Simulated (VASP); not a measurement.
Input of a VASP 6.6.1 run:

The input INCAR:

```
SYSTEM = Sn
ALGO     = Normal         ! electronic algorithm
EDIFF    = 1E-7           ! SCF threshold, eV
ENCUT    = 520            ! plane-wave cutoff, eV
GGA      = PE             ! functional
ISIF     = 2              ! what is computed and relaxed
ISMEAR   = 0              ! smearing method
LASPH    = .TRUE.         ! aspherical terms in the spheres
LCHARG   = .FALSE.        ! write CHGCAR
LREAL    = .FALSE.        ! projectors in reciprocal space
LWAVE    = .FALSE.        ! write WAVECAR
NBANDS   = 36             ! bands
NELM     = 80             ! most SCF steps
PREC     = Accurate       ! precision mode
SIGMA    = 0.1            ! smearing width, eV
```

The input KPOINTS:

```
k-points
0
G
  4 4 4
  0 0 0
```

Contents of POSCAR:

```
Sn
1.0
    5.4537394100      0.0000000000      0.0000000000
    0.0000000000      5.4537394100      0.0000000000
    0.0000000000      0.0000000000      4.2104898600
Sn
4
Direct
    0.3384865200      0.0000000000      0.7500000000
    0.6615134800      0.0000000000      0.2500000000
    0.0000000000      0.3384865200      0.0000000000
    0.0000000000      0.6615134800      0.5000000000
```

Potentials or basis: VASP PAW PBE potentials, release 64 (Sn_d).

Run with:

```sh
$ cat potpaw_PBE.64/Sn_d/POTCAR > POTCAR
$ mpirun -np 1 vasp_std > vasp.out
```

(1) Predict the band gap on the k mesh.

(2) What does it give for the pressure?

## Answers

(1) zero (bands 28 and 29 overlap by 0.38 eV).

(2) 7.2 GPa.

Caveat: the k points lie up to 0.37 Å⁻¹ apart; spin-orbit coupling is left out, which moves the levels of the heavy elements.
